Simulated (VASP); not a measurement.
Write the native input for VASP 6.6.1 that does the following.

```
Task                   : single point
Functional             : PBE
Potentials or basis    : VASP PAW PBE potentials, release 64 (W_sv, C)
Cutoff                 : 520 eV
k mesh                 : 24 × 24 × 22
Occupations            : gaussian, width 0.15 eV
Spin                   : no spin polarisation
Dipole correction      : no
Further INCAR settings : ALGO = Normal; EDIFF = 1e-07; NBANDS = 16
```

The structure of WC lies in POSCAR:

```
WC
1.0
    2.9217716515      0.0000000000      0.0000000000
   -1.4608858258      2.5303284743      0.0000000000
    0.0000000000      0.0000000000      2.6193098112
W C
1 1
Direct
    0.0000000000      0.0000000000      0.0000000000
    0.6666666667      0.3333333333      0.5000000000
```

This cell differs from its parent crystal: strain +0.000 along x and y, -0.080 along z.

These files were run (other wordings do the same):

INCAR

```
ALGO     = Normal         # electronic algorithm
EDIFF    = 1E-7           # SCF threshold, eV
ENCUT    = 520            # plane-wave cutoff, eV
GGA      = PE             # functional
ISIF     = 2              # what is computed and relaxed
ISMEAR   = 0              # smearing method
LASPH    = True           # aspherical terms in the spheres
LCHARG   = True           # write CHGCAR
LELF     = True           # ELF
LREAL    = False          # projectors in reciprocal space
LVHAR    = True         
LWAVE    = False          # write WAVECAR
NBANDS   = 16             # bands
NELM     = 60             # most SCF steps
PREC     = Accurate       # precision mode
SIGMA    = 0.15           # smearing width, eV
```

KPOINTS

```
k-points
0
Gamma
  24 24 22
```

Potentials or basis: VASP PAW PBE potentials, release 64 (W_sv, C).

Command:

```console
$ cat potpaw_PBE.64/W_sv/POTCAR potpaw_PBE.64/C/POTCAR > POTCAR
$ mpirun -np 1 vasp_std > vasp.out
```

It gave:

```json
{
  "Pressure": "46.8 GPa",
  "Band gap on the k mesh": "zero (band 9 reaches 13.15 eV, above the bottom of band 10 at 11.49 eV)"
}
```

Caveat: the cell differs from its parent crystal (strain +0.000 along x and y, -0.080 along z); spin-orbit coupling is left out, which moves the levels of the heavy elements.

It took 56 s on 1 thread of Intel(R) Xeon(R) 6975P-C (Granite Rapids), with other jobs on the host, peak memory 0.33 GiB.
